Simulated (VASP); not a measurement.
A run of VASP 6.6.1 is set up as follows.

Contents of INCAR:

```
SYSTEM = AlCo
PREC     = Accurate       ! precision mode
ENCUT    = 520            ! plane-wave cutoff, eV
EDIFF    = 1E-7           ! SCF threshold, eV
ISMEAR   = 0              ! smearing method
SIGMA    = 0.1            ! smearing width, eV
LREAL    = .False.        ! projectors in reciprocal space
LASPH    = .True.         ! aspherical terms in the spheres
NELM     = 80             ! most SCF steps
ALGO     = Fast           ! electronic algorithm
ISIF     = 2              ! what is computed and relaxed
LWAVE    = .False.        ! write WAVECAR
LCHARG   = .False.        ! write CHGCAR
GGA      = PS             ! functional
NBANDS   = 13             ! bands
```

Contents of KPOINTS:

```
regular mesh
0
Gamma
  14 14 14
  0 0 0
```

Contents of POSCAR:

```
AlCo
1.0
    2.7940726213      0.0000000000      0.0000000000
    0.0000000000      2.7940726213      0.0000000000
    0.0000000000      0.0000000000      2.7940726213
Al Co
1 1
Direct
    0.0000000000      0.0000000000      0.0000000000
    0.5000000000      0.5000000000      0.5000000000
```

Potentials or basis: VASP PAW PBE potentials, release 64 (Al, Co).

Launch:

```console
$ cat potpaw_PBE.64/Al/POTCAR potpaw_PBE.64/Co/POTCAR > POTCAR
$ mpirun -np 1 vasp_std > vasp.out
```

Question: Predict the band gap on the k mesh.

Answer: Zero (band 6 reaches 13.63 eV, above the bottom of band 7 at 10.99 eV).

Question: Predict the pressure.

Answer: 5.9 GPa.

Caveat: the PAW data sets were made with another functional, which shifts forces and pressure a little. Spin polarisation is off, so any magnetic state and its effect on volume and gap are missing.
